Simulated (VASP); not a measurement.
WS2, 3 atoms in the cell. Symmetry: R3m, No. 160, trigonal system. The conventional cell has a = 3.063 Å, b = 3.063 Å, c = 18.490 Å, α = 90.00°, β = 90.00°, γ = 120.00°. Within 3.1 Å of W (site symmetry 3m) lie 6 S at 2.35 to 2.37 Å and 6 W at 3.06 Å. S (site symmetry 3m) has 3 W at 2.35 Å and 7 S at 3.06 to 3.13 Å within 3.2 Å. Within 3.2 Å of S (site symmetry 3m) lie 3 W at 2.37 Å and 7 S at 3.06 to 3.13 Å.  This cell differs from its parent crystal: equal xx and yy strain of -3 %.

- Program: VASP 6.6.1
- Task: electric field gradients
- Functional: PBE
- Potentials or basis: VASP PAW PBE potentials, release 64 (W_sv, S)
- Cutoff: 520 eV
- k mesh: 13 × 13 × 13
- Occupations: fermi-dirac, width 0.08 eV
- Spin: no spin polarisation
- Dipole correction: no
- Further INCAR settings: ALGO = Normal; EDIFF = 1e-08; NBANDS = 20

Potentials or basis: VASP PAW PBE potentials, release 64 (W_sv, S).

Launch:

```sh
$ cat potpaw_PBE.64/W_sv/POTCAR potpaw_PBE.64/S/POTCAR > POTCAR
$ mpirun -np 1 vasp_std > vasp.out
```

Hardware: 1 thread of Intel Xeon 8259CL, on a shared host.

Task: How long does it take, and how much memory?

Result: Wall time 23 min on 1 thread of Intel Xeon 8259CL, with other jobs on the host, peak memory 0.48 GiB. Counts: scf iterations 18, k points 231.
